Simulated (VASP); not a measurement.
# BAs (F-43m) in VASP: settings compared

The runs below take BAs through elastic constants, electric field gradients, with PBEsol, LDA.

Everything below comes from runs of VASP 6.6.1. Logs are shortened: lines on timing, memory, paths and dates and some standing lists are left out, and cuts for length are marked.

### Step 1. The cell of the first run

Symmetry: F-43m, No. 216, cubic system. Conventional cell: a = 4.777 Å, b = 4.777 Å, c = 4.777 Å, α = 90.00°, β = 90.00°, γ = 90.00°. As (site symmetry -43m) has 4 B at 2.07 Å within 2.7 Å. B (site symmetry -43m) has 4 As at 2.07 Å within 2.7 Å.

### Step 2. Elastic constants, PBEsol

Contents of INCAR:

```
ALGO = Normal
EDIFF = 1E-8
ENCUT = 600
GGA = PS
IBRION = 6
ISIF = 3
ISMEAR = -1
LASPH = T
LCHARG = T
LREAL = F
LWAVE = F
NBANDS = 11
NELM = 100
NFREE = 2
NSW = 1
POTIM = 0.015
PREC = Accurate
SIGMA = 0.05
```

Contents of KPOINTS:

```
k-points
0
Gamma
  7 7 7
```

Contents of POSCAR:

```
BAs
1.0
    0.0000000000      2.3885000000      2.3885000000
    2.3885000000      0.0000000000      2.3885000000
    2.3885000000      2.3885000000      0.0000000000
As B
1 1
Direct
    0.7500000000      0.7500000000      0.7500000000
    0.0000000000      0.0000000000      0.0000000000
```

Potentials or basis: VASP PAW PBE potentials, release 64 (As, B).

Launch:

```sh
cat potpaw_PBE.64/As/POTCAR potpaw_PBE.64/B/POTCAR > POTCAR
mpirun -np 1 vasp_std > vasp.out
```

OUTCAR:

```text
EDIFF = 1E-8
   ENCUT = 600
   GGA = PS
   IBRION = 6
   ISIF = 3
   ISMEAR = -1
   LASPH = T
   LREAL = F
   NELM = 100
   NFREE = 2
   NSW = 1
   POTIM = 0.015
   PREC = Accurate

 ion  position               nearest neighbor table
   1  0.750  0.750  0.750-   2 2.07   2 2.07   2 2.07   2 2.07
   2  0.000  0.000  0.000-   1 2.07   1 2.07   1 2.07   1 2.07

  LATTYP: Found a face centered cubic cell.
 ALAT       =     4.7770000000

  Lattice vectors:

 A1 = (   0.0000000000,   2.3885000000,   2.3885000000)
 A2 = (   2.3885000000,   0.0000000000,   2.3885000000)
 A3 = (   2.3885000000,   2.3885000000,   0.0000000000)

Analysis of symmetry for initial positions (statically):
=====================================================================
 Subroutine PRICEL returns:
 Original cell was already a primitive cell.

 Routine SETGRP: Setting up the symmetry group for a
 face centered cubic supercell.

 Subroutine GETGRP returns: Found 24 space group operations
 (whereof 24 operations were pure point group operations)
 out of a pool of 48 trial point group operations.

The static configuration has the point symmetry T_d .

Analysis of symmetry for dynamics (positions and initial velocities):
=====================================================================
 Subroutine PRICEL returns:
 Original cell was already a primitive cell.

 Routine SETGRP: Setting up the symmetry group for a
 face centered cubic supercell.

 Subroutine GETGRP returns: Found 24 space group operations
 (whereof 24 operations were pure point group operations)
 out of a pool of 48 trial point group operations.

The dynamic configuration has the point symmetry T_d .

 Subroutine INISYM returns: Found 24 space group operations
 (whereof 24 operations are pure point group operations),
[... 343 lines left out ...]
      4       6.1517      1.99976
      5       9.2038      0.00000
      6       9.2836      0.00000
      7       9.3663      0.00000
      8      10.7280      0.00000
      9      15.3913      0.00000
     10      18.9743      0.00000
     11      18.9746      0.00000
[... 309 lines left out ...]
 k-point    24 :       0.0000    0.1429    0.1429
  band No.  band energies     occupation
      1      -8.9448      2.00000
      2       4.2504      2.00000
      3       4.5732      2.00000
      4       4.6897      2.00000
      5       8.4162      0.00000
      6      11.1400      0.00000
      7      11.2122      0.00000
      8      11.7134      0.00000
      9      15.8098      0.00000
     10      17.0949      0.00000
     11      19.4624      0.00000

 [... further k-points ...]
[... 5 lines left out ...]
  --------------------------------------------------------------------------------------
  -------------------------------------------------------------------------------------
  Total        0.0104784      0.0139672      0.0139672      0.0000000      0.1131519      0.0000000
  in kB        0.6160275      0.8211318      0.8211318      0.0000000      6.6522206      0.0000000
  external PRESSURE =       0.7527637 kB  Pullay stress =       0.0000000 kB
[... 17 lines left out ...]
  FREE ENERGIE OF THE ION-ELECTRON SYSTEM (eV)
  ---------------------------------------------------
  free  energy   TOTEN  =       -12.1960717510 eV

  energy  without entropy=      -12.1960708737  energy(sigma->0) =      -12.19607131

 INTERNAL STRAIN TENSORS FROM STRAINED CELLS
 ============================================

 INTERNAL STRAIN TENSOR FOR ION    1 for displacements in x,y,z  (eV/Angst):
          X           Y           Z          XY          YZ          ZX
  --------------------------------------------------------------------------------
  x     0.00000    -0.00000    -0.00000    -0.00000     7.53680     0.00000
  y     0.00000     0.00000    -0.00000    -0.00000    -0.00000     7.53682
  z     0.00000     0.00000    -0.00000     7.53673    -0.00000     0.00000

 INTERNAL STRAIN TENSORS FROM DISPLACED ATOMS
 ============================================

 INTERNAL STRAIN TENSOR FOR ION    1 for displacements in x,y,z  (eV/Angst):
          X           Y           Z          XY          YZ          ZX
  --------------------------------------------------------------------------------
  x     0.00000     0.00000     0.00000     0.00000     7.53365     0.00000
  y    -0.00000     0.00000    -0.00000     0.00000     0.00000     7.53365
  z     0.00000     0.00000     0.00000     7.53365     0.00000     0.00000

 INTERNAL STRAIN TENSOR FOR ION    2 for displacements in x,y,z  (eV/Angst):
          X           Y           Z          XY          YZ          ZX
  --------------------------------------------------------------------------------
  x     0.00000     0.00000     0.00000     0.00000    -7.53866     0.00000
  y     0.00000    -0.00000     0.00000     0.00000     0.00000    -7.53866
  z     0.00000     0.00000     0.00000    -7.53866     0.00000     0.00000

 Eigenvectors and eigenvalues of the dynamical matrix
 ----------------------------------------------------

   1 f  =   20.766150 THz   130.477570 2PiTHz  692.684213 cm-1    85.881858 meV
             X         Y         Z           dx          dy          dz
      3.582750  3.582750  3.582750     0.000000    0.355108   -0.000000
      0.000000  0.000000  0.000000     0.000000   -0.934825   -0.000000
[... 21 lines left out ...]
   6 f/i=    0.000019 THz     0.000118 2PiTHz    0.000628 cm-1     0.000078 meV
             X         Y         Z           dx          dy          dz
      3.582750  3.582750  3.582750    -0.829550   -0.395291    0.171726
      0.000000  0.000000  0.000000    -0.315117   -0.150157    0.065233

--------------------------------------------------------------------------------------------------------

 ELASTIC MODULI CONTR FROM IONIC RELAXATION (kBar)
 Direction    XX          YY          ZZ          XY          YZ          ZX
 --------------------------------------------------------------------------------
 XX          -0.0000     -0.0000     -0.0000      0.0000      0.0000      0.0000
 YY          -0.0000     -0.0000     -0.0000      0.0000      0.0000     -0.0000
 ZZ          -0.0000     -0.0000     -0.0000      0.0000      0.0000      0.0000
 XY           0.0000      0.0000      0.0000   -200.2930      0.0000      0.0000
 YZ           0.0000      0.0000      0.0000      0.0000   -200.2930      0.0000
 ZX           0.0000     -0.0000      0.0000      0.0000      0.0000   -200.2930
 --------------------------------------------------------------------------------

 TOTAL ELASTIC MODULI (kBar)
 Direction    XX          YY          ZZ          XY          YZ          ZX
 --------------------------------------------------------------------------------
 XX        2765.1306    735.0815    735.0815      0.0000      0.0000      0.0000
 YY         735.0815   2765.1306    735.0815      0.0000      0.0000     -0.0000
 ZZ         735.0815    735.0815   2765.1306      0.0000      0.0000      0.0000
 XY           0.0000      0.0000      0.0000   1484.7540      0.0000      0.0000
 YZ           0.0000      0.0000      0.0000      0.0000   1484.7540      0.0000
 ZX           0.0000     -0.0000      0.0000      0.0000      0.0000   1484.7540
 --------------------------------------------------------------------------------
```

OSZICAR:

```text
N       E                     dE             d eps       ncg     rms          rms(c)
DAV:   1     0.137428266870E+02    0.13743E+02   -0.39565E+03   440   0.707E+02
DAV:   2    -0.118834960541E+02   -0.25626E+02   -0.23834E+02   581   0.113E+02
DAV:   3    -0.128050618634E+02   -0.92157E+00   -0.91799E+00   544   0.187E+01
[... 178 lines left out ...]
DAV:   2    -0.121962226587E+02    0.11379E-03   -0.39287E-03  1688   0.410E-01    0.760E-02
DAV:   3    -0.121960692167E+02    0.15344E-03   -0.52281E-04  1546   0.118E-01    0.111E-02
DAV:   4    -0.121960715716E+02   -0.23549E-05   -0.23640E-05  1654   0.334E-02    0.631E-03
DAV:   5    -0.121960717530E+02   -0.18141E-06   -0.62876E-07  1616   0.527E-03    0.570E-04
DAV:   6    -0.121960717510E+02    0.19720E-08   -0.31461E-08  1641   0.107E-03
  17 F= -.12196072E+02 E0= -.12196071E+02  d E =-.877337E-06
```

stdout:

```text
POSCAR found type information on POSCAR AsB
 POSCAR found :  2 types and       2 ions
 scaLAPACK will be used
 -----------------------------------------------------------------------------
|                                                                             |
|                                                                             |
|     You enforced a specific xc type in the INCAR file but a different       |
|     I HOPE YOU KNOW WHAT YOU ARE DOING!                                     |
[... 32 lines left out ...]
 Finite differences progress:
 bond charge predicted
 Finite differences progress:
 bond charge predicted
 Finite differences progress:
 bond charge predicted
 Finite differences progress:
 bond charge predicted
 Finite differences progress:
 bond charge predicted
 Finite differences progress:
 bond charge predicted
 Finite differences progress:
```

It took 1.9 min on 1 thread of Intel Xeon 6975P-C (Granite Rapids), shared host; peak memory 0.21 GiB.

What came out:

```
Elastic constants C11, C12, C44                         : 277, 74, 148 GPa
Voigt bulk modulus                                      : 141 GPa
Highest phonon frequency at Γ, LO-TO splitting left out : 693 cm⁻¹
```

Phonon frequencies in cm⁻¹ (negative: imaginary):
```csv
q point,frequencies
"(0.000, 0.000, 0.000)",0 0 0 693 693 693
```

Elastic tensor in Voigt notation (GPa, in the Cartesian axes of the cell as first typed):
```
277  74  74   0   0   0
 74 277  74   0   0   0
 74  74 277   0   0   0
  0   0   0 148   0   0
  0   0   0   0 148   0
  0   0   0   0   0 148
```

Clamped-ion elastic tensor (GPa):
```
277  74  74   0   0   0
 74 277  74   0   0   0
 74  74 277   0   0   0
  0   0   0 169   0   0
  0   0   0   0 169   0
  0   0   0   0   0 169
```

Caveat: the PAW data sets were made with another functional, which shifts forces and pressure a little.

### Step 3. Electric field gradients, LDA, collinear spin, ferromagnetic start

Contents of INCAR:

```
PREC = Accurate
ENCUT = 520
EDIFF = 1E-8
ISMEAR = 0
SIGMA = 0.02
LREAL = F
LASPH = T
NELM = 150
ALGO = Normal
ISIF = 2
LWAVE = F
LCHARG = F
ISPIN = 2
MAGMOM = 0.5 0
LORBIT = 11
LEFG = T
NBANDS = 15
```

Contents of KPOINTS:

```
Automatic mesh
0
Gamma
  10 10 10
```

POSCAR is that of step 2.

Potentials or basis: VASP PAW LDA potentials, release 64 (As, B).

Launch:

```sh
cat potpaw_LDA.64/As/POTCAR potpaw_LDA.64/B/POTCAR > POTCAR
mpirun -np 1 vasp_std > vasp.out
```

OUTCAR:

```text
PREC = Accurate
   ENCUT = 520
   EDIFF = 1E-8
   ISMEAR = 0
   LREAL = F
   LASPH = T
   NELM = 150
   ISIF = 2
   ISPIN = 2
   LORBIT = 11

 ion  position               nearest neighbor table
   1  0.750  0.750  0.750-   2 2.07   2 2.07   2 2.07   2 2.07
   2  0.000  0.000  0.000-   1 2.07   1 2.07   1 2.07   1 2.07

  LATTYP: Found a face centered cubic cell.
 ALAT       =     4.7770000000

  Lattice vectors:

 A1 = (   0.0000000000,   2.3885000000,   2.3885000000)
 A2 = (   2.3885000000,   0.0000000000,   2.3885000000)
 A3 = (   2.3885000000,   2.3885000000,   0.0000000000)

Analysis of symmetry for initial positions (statically):
=====================================================================
 Subroutine PRICEL returns:
 Original cell was already a primitive cell.

 Routine SETGRP: Setting up the symmetry group for a
 face centered cubic supercell.

 Subroutine GETGRP returns: Found 24 space group operations
 (whereof 24 operations were pure point group operations)
 out of a pool of 48 trial point group operations.

The static configuration has the point symmetry T_d .

Analysis of symmetry for dynamics (positions and initial velocities):
=====================================================================
 Subroutine PRICEL returns:
 Original cell was already a primitive cell.

 Routine SETGRP: Setting up the symmetry group for a
 face centered cubic supercell.

 Subroutine GETGRP returns: Found 24 space group operations
 (whereof 24 operations were pure point group operations)
 out of a pool of 48 trial point group operations.

The dynamic configuration has the point symmetry T_d .
[... 1048 lines left out ...]
  -------------------------------------------------------------------------------------
  Total       -0.5248226     -0.5248226     -0.5248226      0.0000000      0.0000000      0.0000000
  in kB      -30.8544168    -30.8544168    -30.8544168      0.0000000      0.0000000      0.0000000
  external PRESSURE =     -30.8544168 kB  Pullay stress =       0.0000000 kB

 VOLUME and BASIS-vectors are now :
 -----------------------------------------------------------------------------
  energy-cutoff  :      520.00
  volume of cell :       27.25
      direct lattice vectors                 reciprocal lattice vectors
     0.000000000  2.388500000  2.388500000    -0.209336404  0.209336404  0.209336404
     2.388500000  0.000000000  2.388500000     0.209336404 -0.209336404  0.209336404
     2.388500000  2.388500000  0.000000000     0.209336404  0.209336404 -0.209336404

 POSITION                                       TOTAL-FORCE (eV/Angst)
 -----------------------------------------------------------------------------------
      3.58275      3.58275      3.58275        -0.000000     -0.000000     -0.000000
      0.00000      0.00000      0.00000         0.000000      0.000000      0.000000
 -----------------------------------------------------------------------------------
    total drift:                                0.000000      0.000000      0.000000

  FREE ENERGIE OF THE ION-ELECTRON SYSTEM (eV)
  ---------------------------------------------------
  free  energy   TOTEN  =       -12.9208856541 eV

  energy  without entropy=      -12.9208856541  energy(sigma->0) =      -12.92088565

 Electric field gradients (V/A^2)
---------------------------------------------------------------------
 ion       V_xx      V_yy      V_zz      V_xy      V_xz      V_yz
---------------------------------------------------------------------
   1      -0.000     0.000    -0.000     0.000     0.000     0.000
   2      -0.000    -0.000     0.000     0.000     0.000     0.000
---------------------------------------------------------------------

 Electric field gradients after diagonalization (V/A^2)
 (convention: |V_zz| > |V_xx| > |V_yy|)
----------------------------------------------------------------------
 ion       V_xx      V_yy      V_zz     asymmetry (V_yy - V_xx)/ V_zz
----------------------------------------------------------------------
   1      -0.000    -0.000     0.000       0.000
   2      -0.000    -0.000     0.000       0.000
----------------------------------------------------------------------

           NMR quadrupolar parameters

 Cq : quadrupolar parameter    Cq=e*Q*V_zz/h
 eta: asymmetry parameters     (V_yy - V_xx)/ V_zz
 Q  : nuclear electric quadrupole moment in mb (millibarn)
----------------------------------------------------------------------
 ion       Cq(MHz)       eta       Q (mb)
----------------------------------------------------------------------
   1       0.000       0.000       1.000
   2       0.000       0.000       1.000
----------------------------------------------------------------------

 total charge

# of ion       s       p       d       tot
------------------------------------------
    1        1.179   1.674   0.086   2.939
    2        0.651   1.181   0.000   1.831
--------------------------------------------------
tot          1.830   2.855   0.086   4.771

 magnetization (x)

# of ion       s       p       d       tot
------------------------------------------
    1        0.000   0.000   0.000   0.000
    2        0.000  -0.000   0.000  -0.000
--------------------------------------------------
tot          0.000   0.000   0.000   0.000
```

stdout:

```text
POSCAR found type information on POSCAR AsB
 POSCAR found :  2 types and       2 ions
 scaLAPACK will be used
 LDA part: xc-table for (Slater(with rela. corr.)+CA(PZ))
 , standard interpolation
 POSCAR, INCAR and KPOINTS ok, starting setup
 FFT: planning ... GRIDC
 FFT: planning ... GRID_SOFT
 FFT: planning ... GRID
 WAVECAR not read
 entering main loop
ion   1

ion   2
```

It took 89 s on 1 thread of Intel Xeon 8259CL, shared host; peak memory 0.17 GiB.

What came out:

| Item | Value |
| --- | --- |
| Free energy | -12.9209 eV |
| Pressure | -3.1 GPa |
| Band gap on the k mesh | 1.12 eV, indirect (least direct gap 3.25 eV) |
| Net moment | 0.00 μB per cell |
| Valence electrons inside the program's atomic spheres | As 2.94; B 1.83 |

Caveat: without QUAD_EFG the Cq values of the log hold for a quadrupole moment of 1 mb, not for the nuclei. A hybrid or GW would open this gap; LDA tends to underestimate it.
